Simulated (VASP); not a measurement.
# CsSnI3 (Pm-3m) in VASP: notebook

Aim: see how the results for CsSnI3 move with the level of theory and the settings. Levels: LDA, r2SCAN. Tasks: single point.

Program: VASP 6.6.1. These are calculated values, not measurements. Logs are shortened: lines on timing, memory, paths and dates and some standing lists are left out, and cuts for length are marked.

## Step 1: The cell of the first run

It takes space group Pm-3m (No. 221, cubic). The conventional cell has a = 6.206 Å, b = 6.206 Å, c = 6.206 Å, α = 90.00°, β = 90.00°, γ = 90.00°. Cs (site symmetry m-3m) has 12 I at 4.39 Å and 8 Sn at 5.37 Å within 5.8 Å. Within 4.1 Å of Sn (site symmetry m-3m) lie 6 I at 3.10 Å. I (site symmetry 4/mmm) has 2 Sn at 3.10 Å within 4.1 Å.

## Step 2: Single point, LDA

Input file INCAR:

```
  ALGO = Normal
  EDIFF = 1E-6
  ENCUT = 520
  ISIF = 2
  ISMEAR = 0
  LASPH = True
  LCHARG = False
  LREAL = False
  LWAVE = False
  NBANDS = 30
  NELM = 100
  PREC = Accurate
  SIGMA = 0.05
```

Input file KPOINTS:

```
k-points
0
Gamma
  4 4 4
```

Input file POSCAR:

```
CsSnI3
1.0
    6.2057000000      0.0000000000      0.0000000000
    0.0000000000      6.2057000000      0.0000000000
    0.0000000000      0.0000000000      6.2057000000
Cs Sn I
1 1 3
Direct
    0.0000000000      0.0000000000      0.0000000000
    0.5000000000      0.5000000000      0.5000000000
    0.0000000000      0.5000000000      0.5000000000
    0.5000000000      0.0000000000      0.5000000000
    0.5000000000      0.5000000000      0.0000000000
```

Potentials or basis: VASP PAW LDA potentials, release 64 (Cs_sv, Sn_d, I).

On the command line:

```console
> cat potpaw_LDA.64/Cs_sv/POTCAR potpaw_LDA.64/Sn_d/POTCAR potpaw_LDA.64/I/POTCAR > POTCAR
> mpirun -np 1 vasp_std > vasp.out
```

OUTCAR:

```text
EDIFF = 1E-6
   ENCUT = 520
   ISIF = 2
   ISMEAR = 0
   LASPH = True
   LREAL = False
   NELM = 100
   PREC = Accurate

 ion  position               nearest neighbor table
   1  0.000  0.000  0.000-
   2  0.500  0.500  0.500-   3 3.10   4 3.10   5 3.10   5 3.10   4 3.10   3 3.10
   3  0.000  0.500  0.500-   2 3.10   2 3.10
   4  0.500  0.000  0.500-   2 3.10   2 3.10
   5  0.500  0.500  0.000-   2 3.10   2 3.10

  LATTYP: Found a simple cubic cell.
 ALAT       =     6.2057000000

  Lattice vectors:

 A1 = (   6.2057000000,   0.0000000000,   0.0000000000)
 A2 = (   0.0000000000,   6.2057000000,   0.0000000000)
 A3 = (   0.0000000000,   0.0000000000,   6.2057000000)

Analysis of symmetry for initial positions (statically):
=====================================================================
 Subroutine PRICEL returns:
 Original cell was already a primitive cell.

 Routine SETGRP: Setting up the symmetry group for a
 simple cubic supercell.

 Subroutine GETGRP returns: Found 48 space group operations
 (whereof 48 operations were pure point group operations)
 out of a pool of 48 trial point group operations.

The static configuration has the point symmetry O_h .

Analysis of symmetry for dynamics (positions and initial velocities):
=====================================================================
 Subroutine PRICEL returns:
 Original cell was already a primitive cell.

 Routine SETGRP: Setting up the symmetry group for a
 simple cubic supercell.

 Subroutine GETGRP returns: Found 48 space group operations
 (whereof 48 operations were pure point group operations)
 out of a pool of 48 trial point group operations.

The dynamic configuration has the point symmetry O_h .

 Subroutine INISYM returns: Found 48 space group operations
 (whereof 48 operations are pure point group operations),
 and found     1 'primitive' translations

----------------------------------------------------------------------------------------

                                     Primitive cell

  volume of cell :     238.9859

  direct lattice vectors                    reciprocal lattice vectors
     6.205700000  0.000000000  0.000000000     0.161142176  0.000000000  0.000000000
     0.000000000  6.205700000  0.000000000     0.000000000  0.161142176  0.000000000
     0.000000000  0.000000000  6.205700000     0.000000000  0.000000000  0.161142176

  length of vectors
     6.205700000  6.205700000  6.205700000     0.161142176  0.161142176  0.161142176

  position of ions in fractional coordinates (direct lattice)
     0.000000000  0.000000000  0.000000000
     0.500000000  0.500000000  0.500000000
     0.000000000  0.500000000  0.500000000
     0.500000000  0.000000000  0.500000000
     0.500000000  0.500000000  0.000000000

  ion indices of the primitive-cell ions
   primitive index   ion index
                 1           1
                 2           2
                 3           3
                 4           4
                 5           5

----------------------------------------------------------------------------------------

 KPOINTS: k-points

Automatic generation of k-mesh.
 Grid dimensions read from file:
 generate k-points for:    4    4    4

 Generating k-lattice:

  Cartesian coordinates                     Fractional coordinates (reciprocal lattice)
     0.040285544  0.000000000  0.000000000     0.250000000  0.000000000  0.000000000
     0.000000000  0.040285544  0.000000000     0.000000000  0.250000000  0.000000000
     0.000000000  0.000000000  0.040285544     0.000000000  0.000000000  0.250000000

  Length of vectors
     0.040285544  0.040285544  0.040285544

  Shift w.r.t. Gamma in fractional coordinates (k-lattice)
     0.000000000  0.000000000  0.000000000

 Subroutine IBZKPT returns following result:
 ===========================================

 Found     10 irreducible k-points:

 Following reciprocal coordinates:
            Coordinates               Weight
  0.000000  0.000000  0.000000      1.000000
  0.250000  0.000000  0.000000      6.000000
  0.500000  0.000000  0.000000      3.000000
  0.250000  0.250000  0.000000     12.000000
  0.500000  0.250000  0.000000     12.000000
  0.500000  0.500000  0.000000      3.000000
  0.250000  0.250000  0.250000      8.000000
  0.500000  0.250000  0.250000     12.000000
  0.500000  0.500000  0.250000      6.000000
  0.500000  0.500000  0.500000      1.000000
   k-points           NKPTS =     10   k-points in BZ     NKDIM =     10   number of bands    NBANDS=     30
   number of dos      NEDOS =    301   number of ions     NIONS =      5
   total plane-waves  NPLWV = 110592
   dimension x,y,z NGX =    48 NGY =   48 NGZ =   48
   dimension x,y,z NGXF=    96 NGYF=   96 NGZF=   96
   ions per type =               1   1   3
   NGX,Y,Z   is equivalent  to a cutoff of  12.86, 12.86, 12.86 a.u.
   NGXF,Y,Z  is equivalent  to a cutoff of  25.72, 25.72, 25.72 a.u.
 SYSTEM =  unknown system
   PREC   = accura    normal or accurate (medium, high low for compatibility)
   ISTART =      0    job   : 0-new  1-cont  2-samecut
   ICHARG =      2    charge: 1-file 2-atom 10-const
   ISPIN  =      1    spin polarized calculation?
   LNONCOLLINEAR =      F non collinear calculations
   LSORBIT =      F    spin-orbit coupling
   LASPH  =      T    aspherical Exc in radial PAW
   ENCUT  =  520.0 eV  38.22 Ry    6.18 a.u.  11.54 11.54 11.54*2*pi/ulx,y,z
   NELM   =    100;   NELMIN=  2; NELMDL= -5     # of ELM steps
   EDIFF  = 0.1E-05   stopping-criterion for ELM
   LREAL  =      F    real-space projection
   EDIFFG = 0.1E-04   stopping-criterion for IOM
   NSW    =      0    number of steps for IOM
   IBRION =     -1    ionic relax: 0-MD 1-quasi-New 2-CG
   NFREE  =      0    steps in history (QN), initial steepest desc. (CG)
   ISIF   =      2    stress and relaxation
   ISYM   =      2    0-nonsym 1-usesym 2-fastsym
   POTIM  = 0.5000    time-step for ionic-motion
   TEBEG  =    0.0;   TEEND  =   0.0 temperature during run
   PSTRESS=    0.0 pullay stress
   NELECT =      44.0000    total number of electrons
   NUPDOWN=      -1.0000    fix difference up-down
   EMIN   =  10.00;   EMAX   =-10.00  energy-range for DOS
   EFERMI =   0.00;   METHOD = LEGACY
   ISMEAR =     0;   SIGMA  =   0.05  broadening in eV -4-tet -1-fermi 0-gaus
   EFERMI_NEDOS =   21; number of points for ismear=-14 and -15
   IALGO  =     38    algorithm
   IMIX   =      4    mixing-type and parameters
     AMIX     =   0.40;   BMIX     =  1.00
     AMIX_MAG =   1.60;   BMIX_MAG =  1.00
  volume/ion in A,a.u.               =      47.80       322.55
  Fermi-wavevector in a.u.,A,eV,Ry     =   0.931326  1.759950 11.801253  0.867368
  Thomas-Fermi vector in A             =   2.057807
   LORBIT       =      0    0 simple, 1 ext, 2 COOP (PROOUT), +10 PAW based schemes
   GGA     = CA    functional components
   LHFCALC =     F    Hartree Fock is set to
   AEXX    =    0.0000 exact exchange contribution
   IVDW    =     0    specifies the selected vdW correction
   LEPSILON=     F    determine dielectric tensor
   LRPA    =     F    only Hartree local field effects (RPA)
 non-spin polarized calculation
 Gauss-broadening in eV      SIGMA  =   0.05
  energy-cutoff  :      520.00
  volume of cell :      238.99
 maximum number of plane-waves:      6488
 NGX is ok and might be reduce to    48
   NGX = 23   NGY = 23   NGZ = 23

 number of electron      43.9999983 magnetization

 Free energy of the ion-electron system (eV)
  ---------------------------------------------------
  ext. energy  EPLUGINS =         0.00000000
  ---------------------------------------------------
  free energy    TOTEN  =       -15.93629155 eV

  energy without entropy =      -15.93628990  energy(sigma->0) =      -15.93629072

 E-fermi :   2.7522     XC(G=0):  -7.8825

 val. band max:        2.6265732777   @ k =   0.5000   0.5000   0.5000
 cond. band min:       2.8877306307   @ k =   0.5000   0.5000   0.5000
 fundamental gap:      0.2611573530
 Fermi energy:         2.7522155222

 k-point     1 :       0.0000    0.0000    0.0000
  band No.  band energies     occupation
      1     -19.5377      2.00000
      2     -19.3695      2.00000
      3     -19.3695      2.00000
      4     -19.3451      2.00000
      5     -19.3451      2.00000
      6     -19.3451      2.00000
[... 22 lines left out ...]
     29       7.2596      0.00000
     30       7.2596      0.00000

 k-point     2 :       0.2500    0.0000    0.0000
  band No.  band energies     occupation
      1     -19.5375      2.00000
      2     -19.3696      2.00000
      3     -19.3687      2.00000
      4     -19.3452      2.00000
      5     -19.3452      2.00000
      6     -19.3451      2.00000
[... 22 lines left out ...]
     29       6.4862      0.00000
     30       7.1704      0.00000

 k-point     3 :       0.5000    0.0000    0.0000
  band No.  band energies     occupation
      1     -19.5372      2.00000
      2     -19.3695      2.00000
      3     -19.3679      2.00000
      4     -19.3453      2.00000
      5     -19.3453      2.00000
      6     -19.3451      2.00000
[... 22 lines left out ...]
     29       6.9059      0.00000
     30       6.9059      0.00000

 k-point     4 :       0.2500    0.2500    0.0000
  band No.  band energies     occupation
      1     -19.5373      2.00000
      2     -19.3691      2.00000
      3     -19.3683      2.00000
      4     -19.3452      2.00000
      5     -19.3452      2.00000
      6     -19.3452      2.00000
[... 154 lines left out ...]
     29       7.1034      0.00000
     30       7.1299      0.00000

 k-point     9 :       0.5000    0.5000    0.2500
  band No.  band energies     occupation
      1     -19.5367      2.00000
      2     -19.3679      2.00000
      3     -19.3671      2.00000
      4     -19.3454      2.00000
      5     -19.3453      2.00000
      6     -19.3453      2.00000
[... 22 lines left out ...]
     29       6.8008      0.00000
     30       7.4053      0.00000

 k-point    10 :       0.5000    0.5000    0.5000
  band No.  band energies     occupation
      1     -19.5365      2.00000
      2     -19.3671      2.00000
      3     -19.3671      2.00000
      4     -19.3454      2.00000
      5     -19.3454      2.00000
      6     -19.3454      2.00000
[... 22 lines left out ...]
     29       6.5101      0.00000
     30       7.7496      0.00000

------------------------ aborting loop because EDIFF is reached ----------------------------------------

  FORCE on cell =-STRESS in cart. coord.  units (eV):
  Direction    XX          YY          ZZ          XY          YZ          ZX
  --------------------------------------------------------------------------------------
  -------------------------------------------------------------------------------------
  Total       -1.9088236     -1.9088236     -1.9088236      0.0000000     -0.0000000     -0.0000000
  in kB      -12.7968788    -12.7968788    -12.7968788      0.0000000     -0.0000000     -0.0000000
  external PRESSURE =     -12.7968788 kB  Pullay stress =       0.0000000 kB

 VOLUME and BASIS-vectors are now :
 -----------------------------------------------------------------------------
  energy-cutoff  :      520.00
  volume of cell :      238.99
      direct lattice vectors                 reciprocal lattice vectors
     6.205700000  0.000000000  0.000000000     0.161142176  0.000000000  0.000000000
     0.000000000  6.205700000  0.000000000     0.000000000  0.161142176  0.000000000
     0.000000000  0.000000000  6.205700000     0.000000000  0.000000000  0.161142176

 POSITION                                       TOTAL-FORCE (eV/Angst)
 -----------------------------------------------------------------------------------
      0.00000      0.00000      0.00000         0.000000      0.000000      0.000000
      3.10285      3.10285      3.10285         0.000000      0.000000      0.000000
      0.00000      3.10285      3.10285         0.000000      0.000000      0.000000
      3.10285      0.00000      3.10285         0.000000      0.000000      0.000000
      3.10285      3.10285      0.00000         0.000000      0.000000      0.000000
 -----------------------------------------------------------------------------------
    total drift:                                0.000000     -0.000000     -0.000000

  FREE ENERGIE OF THE ION-ELECTRON SYSTEM (eV)
  ---------------------------------------------------
  free  energy   TOTEN  =       -15.9362915488 eV

  energy  without entropy=      -15.9362898976  energy(sigma->0) =      -15.93629072
```

Wall time 66 s (1 thread of Intel Xeon 6975P-C, shared host); peak memory 0.3 GiB.

What came out:

```
Free energy            : -15.9363 eV
Pressure               : -1.3 GPa
Band gap on the k mesh : 0.26 eV, direct
```

Caveat: spin-orbit coupling is left out, which moves the levels of the heavy elements. A k mesh can miss the band edges.

## Step 3: Single point, r2SCAN

POSCAR is that of step 2.

Input file INCAR.step1:

```
SYSTEM = CsSnI3
PREC     = Accurate       ! precision mode
ENCUT    = 520            ! plane-wave cutoff, eV
ISMEAR   = 0              ! smearing method
SIGMA    = 0.05           ! smearing width, eV
LREAL    = .FALSE.        ! projectors in reciprocal space
LASPH    = .TRUE.         ! aspherical terms in the spheres
NELM     = 60             ! most SCF steps
NBANDS   = 30             ! bands
GGA      = PE             ! functional
ALGO     = Normal         ! electronic algorithm
EDIFF    = 1E-4           ! SCF threshold, eV
LWAVE    = .TRUE.         ! write WAVECAR
LCHARG   = .FALSE.        ! write CHGCAR
```

Input file INCAR.step2:

```
SYSTEM = CsSnI3
PREC     = Accurate       ! precision mode
ENCUT    = 520            ! plane-wave cutoff, eV
EDIFF    = 1E-6           ! SCF threshold, eV
ISMEAR   = 0              ! smearing method
SIGMA    = 0.05           ! smearing width, eV
LREAL    = .FALSE.        ! projectors in reciprocal space
LASPH    = .TRUE.         ! aspherical terms in the spheres
NELM     = 60             ! most SCF steps
ALGO     = Normal         ! electronic algorithm
ISIF     = 2              ! what is computed and relaxed
LWAVE    = .FALSE.        ! write WAVECAR
LCHARG   = .FALSE.        ! write CHGCAR
METAGGA  = R2SCAN         ! meta-GGA
LMIXTAU  = .TRUE.       
NBANDS   = 30             ! bands
ISTART   = 1
```

Input file KPOINTS:

```
Automatic mesh
0
G
  4 4 4
  0 0 0
```

Potentials or basis: VASP PAW PBE potentials, release 64 (Cs_sv, Sn_d, I).

On the command line:

```console
> cat potpaw_PBE.64/Cs_sv/POTCAR potpaw_PBE.64/Sn_d/POTCAR potpaw_PBE.64/I/POTCAR > POTCAR
> cp INCAR.step1 INCAR
> mpirun -np 1 vasp_std > vasp.out
> cp INCAR.step2 INCAR
> mpirun -np 1 vasp_std > vasp.out
```

OUTCAR:

```text
SYSTEM = CsSnI3
   PREC = Accurate
   ENCUT = 520
   EDIFF = 1E-6
   ISMEAR = 0
   LREAL = .FALSE.
   LASPH = .TRUE.
   NELM = 60
   ISIF = 2
   METAGGA = R2SCAN
   ISTART = 1

 ion  position               nearest neighbor table
   1  0.000  0.000  0.000-
   2  0.500  0.500  0.500-   3 3.10   4 3.10   5 3.10   5 3.10   4 3.10   3 3.10
   3  0.000  0.500  0.500-   2 3.10   2 3.10
[... 518 lines left out ...]
  Direction    XX          YY          ZZ          XY          YZ          ZX
  --------------------------------------------------------------------------------------
  -------------------------------------------------------------------------------------
  Total        0.4771330      0.4771330      0.4771330     -0.0000000     -0.0000000      0.0000000
  in kB        3.1987306      3.1987306      3.1987306     -0.0000000     -0.0000000      0.0000000
  external PRESSURE =       3.1987306 kB  Pullay stress =       0.0000000 kB

 VOLUME and BASIS-vectors are now :
 -----------------------------------------------------------------------------
  energy-cutoff  :      520.00
  volume of cell :      238.99
      direct lattice vectors                 reciprocal lattice vectors
     6.205700000  0.000000000  0.000000000     0.161142176  0.000000000  0.000000000
     0.000000000  6.205700000  0.000000000     0.000000000  0.161142176  0.000000000
     0.000000000  0.000000000  6.205700000     0.000000000  0.000000000  0.161142176

 POSITION                                       TOTAL-FORCE (eV/Angst)
 -----------------------------------------------------------------------------------
      0.00000      0.00000      0.00000         0.000000      0.000000      0.000000
      3.10285      3.10285      3.10285         0.000000      0.000000      0.000000
      0.00000      3.10285      3.10285         0.000000      0.000000      0.000000
      3.10285      0.00000      3.10285         0.000000      0.000000      0.000000
      3.10285      3.10285      0.00000         0.000000      0.000000      0.000000
 -----------------------------------------------------------------------------------
    total drift:                                0.000000     -0.000000     -0.000000

  FREE ENERGIE OF THE ION-ELECTRON SYSTEM (eV)
  ---------------------------------------------------
  free  energy   TOTEN  =      -128.6268541603 eV

  energy  without entropy=     -128.6268541603  energy(sigma->0) =     -128.62685416
```

Run time: 4.5 min. Hardware: 1 thread of Intel Xeon 6975P-C, shared host; peak memory 0.4 GiB.

Results:

```
Free energy            : -128.6269 eV
Pressure               : 0.3 GPa
Band gap on the k mesh : 0.42 eV, direct
```

Caveat: the PAW data sets were made with another functional, which shifts forces and pressure a little; spin-orbit coupling is left out, which moves the levels of the heavy elements. r2SCAN opens gaps a little over a GGA but as a rule still falls short of measured ones.
